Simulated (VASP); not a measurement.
Set up this calculation in VASP 6.6.1, as the native input.

```
Task                   : single point
Functional             : PBE
Potentials or basis    : VASP PAW PBE potentials, release 64 (Lu)
Cutoff                 : 520 eV
k mesh                 : 16 × 16 × 16
Occupations            : gaussian, width 0.05 eV
Spin                   : non-collinear spin, zero start, spin-orbit coupling
Starting moments       : [[0.0, 0.0, 0.0]] μB
Dipole correction      : no
Further INCAR settings : ALGO = Normal; EDIFF = 1e-06; NBANDS = 36
```

The structure of Lu lies in POSCAR:

```
Lu
1.0
    0.0000000000      2.4295136570      2.4295136570
    2.4295136570      0.0000000000      2.4295136570
    2.4295136570      2.4295136570      0.0000000000
Lu
1
Direct
    0.0000000000      0.0000000000      0.0000000000
```

This isn't the form of Lu at room conditions, which is hcp.

These files were run (other wordings do the same):

INCAR

```
SYSTEM = Lu
PREC = Accurate
ENCUT = 520
EDIFF = 1E-6
ISMEAR = 0
SIGMA = 0.05
LREAL = .False.
LASPH = .True.
NELM = 150
ALGO = Normal
ISIF = 2
LWAVE = .False.
LCHARG = .False.
MAGMOM = 0 0 0
LORBIT = 11
LSORBIT = .True.
GGA_COMPAT = .False.
LORBMOM = .True.
GGA = PE
NBANDS = 36
```

KPOINTS

```
regular mesh
0
Gamma
  16 16 16
  0 0 0
```

Potentials or basis: VASP PAW PBE potentials, release 64 (Lu).

Launch:

```sh
$ cat potpaw_PBE.64/Lu/POTCAR > POTCAR
$ mpirun -np 1 vasp_ncl > vasp.out
```

Results of the run:

```yaml
Pressure: 0.0 GPa
Net_moment: 0.00 μB per cell
Valence_electrons_inside_the_program's_atomic_spheres: Lu 23.17
```

It took 5.1 min on 1 thread of Intel(R) Xeon(R) 6975P-C (Granite Rapids), on a shared host, peak memory 0.4 GiB.
